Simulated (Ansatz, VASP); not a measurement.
# Two plane-wave programs on Ta4H3

INCAR

```
SYSTEM = Ta4H3
ALGO = Normal
EDIFF = 1E-6
EDIFFG = -0.01
ENCUT = 600
GGA = PE
IBRION = 2
ISIF = 3
ISMEAR = 0
LASPH = .TRUE.
LCHARG = .FALSE.
LREAL = .FALSE.
LWAVE = .FALSE.
NELM = 100
NSW = 100
PREC = Accurate
SIGMA = 0.1
```

Contents of KPOINTS:

```
k-points
0
G
  6 6 6
  0 0 0
```

File POSCAR:

```
Ta4H3
1.0
   -3.4261336389      3.4261336389      3.4261336389
    3.4261336389     -3.4261336389      3.4261336389
    3.4261336389      3.4261336389     -3.4261336389
Ta H
8 6
Direct
    0.0033599044      0.0033599044      0.0033599044
    0.5000000000      0.0000000000      0.9966400956
    0.9966400956      0.5000000000      0.0000000000
    0.0000000000      0.9966400956      0.5000000000
    0.0000000000      0.4966400956      0.5000000000
    0.5000000000      0.0000000000      0.4966400956
    0.4966400956      0.5000000000      0.0000000000
    0.5033599044      0.5033599044      0.5033599044
    0.1250000000      0.7500000000      0.8750000000
    0.7500000000      0.8750000000      0.1250000000
    0.8750000000      0.1250000000      0.7500000000
    0.6250000000      0.3750000000      0.2500000000
    0.2500000000      0.6250000000      0.3750000000
    0.3750000000      0.2500000000      0.6250000000
```

Input for Ansatz:

```yaml
crystal:
  lattice:
    - [-3.4261336389, 3.4261336389, 3.4261336389]
    - [3.4261336389, -3.4261336389, 3.4261336389]
    - [3.4261336389, 3.4261336389, -3.4261336389]
  atoms:
    - { symbol: Ta, position: [0.0033599044, 0.0033599044, 0.0033599044] }
    - { symbol: Ta, position: [0.5, 0.0, 0.9966400956] }
    - { symbol: Ta, position: [0.9966400956, 0.5, 0.0] }
    - { symbol: Ta, position: [0.0, 0.9966400956, 0.5] }
    - { symbol: Ta, position: [0.0, 0.4966400956, 0.5] }
    - { symbol: Ta, position: [0.5, 0.0, 0.4966400956] }
    - { symbol: Ta, position: [0.4966400956, 0.5, 0.0] }
    - { symbol: Ta, position: [0.5033599044, 0.5033599044, 0.5033599044] }
    - { symbol: H, position: [0.125, 0.75, 0.875] }
    - { symbol: H, position: [0.75, 0.875, 0.125] }
    - { symbol: H, position: [0.875, 0.125, 0.75] }
    - { symbol: H, position: [0.625, 0.375, 0.25] }
    - { symbol: H, position: [0.25, 0.625, 0.375] }
    - { symbol: H, position: [0.375, 0.25, 0.625] }
basis:
  ecutwfc: 420
kpoints:
  mp_grid: { grid: [6, 6, 6] }
hamiltonian:
  xc: pbe
scf:
  occupations: { method: gaussian, width: 0.1 }
output:
  forces: true
  stress: true
  eigenvalues: true
relax:
  adjacent_minimum: "off"
  f_tol: 0.01
  max_steps: 80
  cell: { stress_tol: 0.05 }
```

Alike in both runs: task relaxation of cell and atoms; functional PBE; k mesh 6 × 6 × 6; occupations gaussian, width 0.1 eV; no spin polarisation.

|  | VASP | Ansatz |
| --- | --- | --- |
| version | VASP 6.6.1 | Ansatz 0.2.0 |
| potentials or method | VASP PAW PBE potentials, release 64 (Ta_pv, H), cutoff 600 eV | scalar-relativistic, plane waves, PAW |
| valence electrons in the cell | 94 | 110 |

Ansatz gave:

* gap on the k mesh at the Fermi level, each at its own relaxed structure (eV): none
* relaxed volume (Å³/atom): 11.51
* relaxed length of the cell vector where the two differ most in proportion (Å): 5.937

Task: Which values does VASP return?

Result: gap on the k mesh at the Fermi level, each at its own relaxed structure (eV): none; relaxed volume (Å³/atom): 11.52; relaxed length of the cell vector where the two differ most in proportion (Å): 5.939.

A gap of «none» marks a metal or a gap that the smearing closes. VASP's potentials hold 94 valence electrons a cell and Ansatz's 110, so a difference there can come from the potentials and not from the codes.

Spin-orbit coupling is off throughout.
